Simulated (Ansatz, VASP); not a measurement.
## Two plane-wave programs on H3CCl

INCAR

```
PREC = Accurate ; ENCUT = 520
EDIFF = 1E-6 ; ISMEAR = -1
SIGMA = 0.05 ; LREAL = Auto
LASPH = T ; NELM = 100
ALGO = Normal ; ISIF = 2
LWAVE = F ; LCHARG = F
GGA = PE ; IBRION = 2
NSW = 35 ; EDIFFG = -0.3
```

The input KPOINTS:

```
regular mesh
0
Gamma
  1 1 1
```

POSCAR

```
H3CCl
1.0
    8.7171280000      0.0000000000      0.0000000000
    0.0000000000      8.7171280000      0.0000000000
    0.0000000000      0.0000000000      8.7171280000
C Cl H
8 8 24
Direct
    0.3258969000      0.7102387000      0.0423650000
    0.7025955000      0.5584610000      0.2511231000
    0.5908080000      0.9144118000      0.4137767000
    0.9362393000      0.0337827000      0.9254388000
    0.6013006000      0.3484428000      0.8245541000
    0.2784829000      0.4614907000      0.4315893000
    0.2606724000      0.8943392000      0.4541548000
    0.7824484000      0.7392669000      0.8056342000
    0.1945238000      0.6726936000     -0.1089718000
    0.7676033000      0.4932736000      0.4330460000
    0.7715643000      1.0008144000      0.4516331000
    0.8373073000     -0.0218132000      1.0948287000
    0.5263160000      0.3278917000      1.0130383000
    0.1550206000      0.3174082000      0.5062127000
    0.0798821000      0.8040903000      0.4269269000
    0.6122826000      0.8304560000      0.7400635000
    0.3147271000      0.8296494000      0.0769772000
    0.2993701000      0.6352213000      0.1385440000
    0.4418459000      0.6882090000      0.0017174000
    0.7788918000      0.6486568000      0.2108081000
    0.7036196000      0.4626903000      0.1710693000
    0.5865531000      0.6028649000      0.2631295000
    0.5963365000      0.7936636000      0.4449377000
    0.5033583000      0.9720883000      0.4816565000
    0.5650616000      0.9260178000      0.2921868000
    0.9995368000      0.1389368000      0.9481928000
    1.0150847000     -0.0573396000      0.8928532000
    0.8530251000      0.0528666000      0.8343735000
    0.5967079000      0.4688804000      0.7920672000
    0.7195142000      0.3083684000      0.8234220000
    0.5323443000      0.2803208000      0.7459022000
    0.3397459000      0.5152484000      0.5261338000
    0.3595210000      0.4085255000      0.3527909000
    0.2097221000      0.5465210000      0.3713939000
    0.2635941000      0.9456208000      0.5679237000
    0.3507360000      0.8085507000      0.4436390000
    0.2753749000      0.9826028000      0.3671200000
    0.8774993000      0.8196833000      0.7966772000
    0.7666749000      0.7048471000      0.9245803000
    0.8045302000      0.6389536000      0.7347024000
```

Input for Ansatz:

```yaml
crystal:
  lattice:
    - [8.717128, 0.0, 0.0]
    - [0.0, 8.717128, 0.0]
    - [0.0, 0.0, 8.717128]
  atoms:
    - { symbol: C, position: [0.3258969, 0.7102387, 0.042365] }
    - { symbol: Cl, position: [0.1945238, 0.6726936, -0.1089718] }
    - { symbol: H, position: [0.3147271, 0.8296494, 0.0769772] }
    - { symbol: H, position: [0.2993701, 0.6352213, 0.138544] }
    - { symbol: H, position: [0.4418459, 0.688209, 0.0017174] }
    - { symbol: C, position: [0.7025955, 0.558461, 0.2511231] }
    - { symbol: Cl, position: [0.7676033, 0.4932736, 0.433046] }
    - { symbol: H, position: [0.7788918, 0.6486568, 0.2108081] }
    - { symbol: H, position: [0.7036196, 0.4626903, 0.1710693] }
    - { symbol: H, position: [0.5865531, 0.6028649, 0.2631295] }
    - { symbol: C, position: [0.590808, 0.9144118, 0.4137767] }
    - { symbol: Cl, position: [0.7715643, 1.0008144, 0.4516331] }
    - { symbol: H, position: [0.5963365, 0.7936636, 0.4449377] }
    - { symbol: H, position: [0.5033583, 0.9720883, 0.4816565] }
    - { symbol: H, position: [0.5650616, 0.9260178, 0.2921868] }
    - { symbol: C, position: [0.9362393, 0.0337827, 0.9254388] }
    - { symbol: Cl, position: [0.8373073, -0.0218132, 1.0948287] }
    - { symbol: H, position: [0.9995368, 0.1389368, 0.9481928] }
    - { symbol: H, position: [1.0150847, -0.0573396, 0.8928532] }
    - { symbol: H, position: [0.8530251, 0.0528666, 0.8343735] }
    - { symbol: C, position: [0.6013006, 0.3484428, 0.8245541] }
    - { symbol: Cl, position: [0.526316, 0.3278917, 1.0130383] }
    - { symbol: H, position: [0.5967079, 0.4688804, 0.7920672] }
    - { symbol: H, position: [0.7195142, 0.3083684, 0.823422] }
    - { symbol: H, position: [0.5323443, 0.2803208, 0.7459022] }
    - { symbol: C, position: [0.2784829, 0.4614907, 0.4315893] }
    - { symbol: Cl, position: [0.1550206, 0.3174082, 0.5062127] }
    - { symbol: H, position: [0.3397459, 0.5152484, 0.5261338] }
    - { symbol: H, position: [0.359521, 0.4085255, 0.3527909] }
    - { symbol: H, position: [0.2097221, 0.546521, 0.3713939] }
    - { symbol: C, position: [0.2606724, 0.8943392, 0.4541548] }
    - { symbol: Cl, position: [0.0798821, 0.8040903, 0.4269269] }
    - { symbol: H, position: [0.2635941, 0.9456208, 0.5679237] }
    - { symbol: H, position: [0.350736, 0.8085507, 0.443639] }
    - { symbol: H, position: [0.2753749, 0.9826028, 0.36712] }
    - { symbol: C, position: [0.7824484, 0.7392669, 0.8056342] }
    - { symbol: Cl, position: [0.6122826, 0.830456, 0.7400635] }
    - { symbol: H, position: [0.8774993, 0.8196833, 0.7966772] }
    - { symbol: H, position: [0.7666749, 0.7048471, 0.9245803] }
    - { symbol: H, position: [0.8045302, 0.6389536, 0.7347024] }
basis:
  ecutwfc: 420.0
kpoints:
  mp_grid: { grid: [1, 1, 1] }
hamiltonian:
  xc: pbe
scf:
  occupations: { method: fermi_dirac, width: 0.05 }
  lower_state_search: "off"
relax:
  f_tol: 0.3
  max_steps: 15
  adjacent_minimum: "off"
output:
  write_density: true
  write_potential: true
  elf: true
  volumetric_format: npy
```

Alike in both runs: task relaxation of the atoms; functional PBE; k mesh 1 × 1 × 1; occupations fermi-dirac, width 0.05 eV; no spin polarisation.

```csv
,VASP,Ansatz
version,VASP 6.6.1,Ansatz 0.2.0
potentials or method,"VASP PAW PBE potentials, release 64 (C, Cl, H), cutoff 520 eV","scalar-relativistic, plane waves, PAW"
valence electrons in the cell,112,112
```

```csv
,VASP,Ansatz,Ansatz less VASP
"gap on the k mesh at the Fermi level, each at its own relaxed structure (eV)",5.07,5.24,+0.171
```

Ansatz's warnings: xc potential rough in thin density.
